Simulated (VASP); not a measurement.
The system is Sb.

```
CELL_PARAMETERS angstrom
0.00000 3.27107 3.27107
3.27107 0.00000 3.27107
3.27107 3.27107 0.00000
ATOMIC_POSITIONS crystal
Sb 0.87500 0.87500 0.87500
Sb 0.12500 0.12500 0.12500
```

This isn't the form of Sb at room conditions, which is rhombohedral.

* Program: VASP 6.6.1
* Task: relaxation of cell and atoms
* Functional: PBE
* Potentials or basis: VASP PAW PBE potentials, release 64 (Sb)
* Cutoff: 500 eV
* k mesh: 11 × 11 × 11
* Occupations: fermi-dirac, width 0.05 eV
* Spin: non-collinear spin, zero start, spin-orbit coupling
* Starting moments: [[0.0, 0.0, 0.0], [0.0, 0.0, 0.0]] μB

At the start: pressure 9.3 GPa; volume 35.00 Å³/atom.

**Question.** Where does the relaxation end?

**Answer.** Over 5 steps the energy falls by 189.7 meV/atom and the volume is 42.81 Å³/atom (+22.3 %); space group Fd-3m (No. 227, to 0.1 Å) before and after; moment 0.00 μB per cell.

The path:
```tsv
step	energy change (eV)	largest force (eV/Å)	pressure (GPa)	volume (Å³)
1	0.0000	0.0000	9.30	70.00
2	-0.3312	0.0000	-2.04	92.68
3	-0.3793	0.0000	0.08	85.40
4	-0.3794	0.0000	-0.04	85.73
5	-0.3794	0.0000	0.00	85.61
```

Final structure:
```
CELL_PARAMETERS angstrom
0.00000 3.49810 3.49810
3.49810 0.00000 3.49810
3.49810 3.49810 0.00000
ATOMIC_POSITIONS crystal
Sb 0.87500 0.87500 0.87500
Sb 0.12500 0.12500 0.12500
```

Caveat: the volume moved by over 15 % at a fixed basis, so the end points are rough.
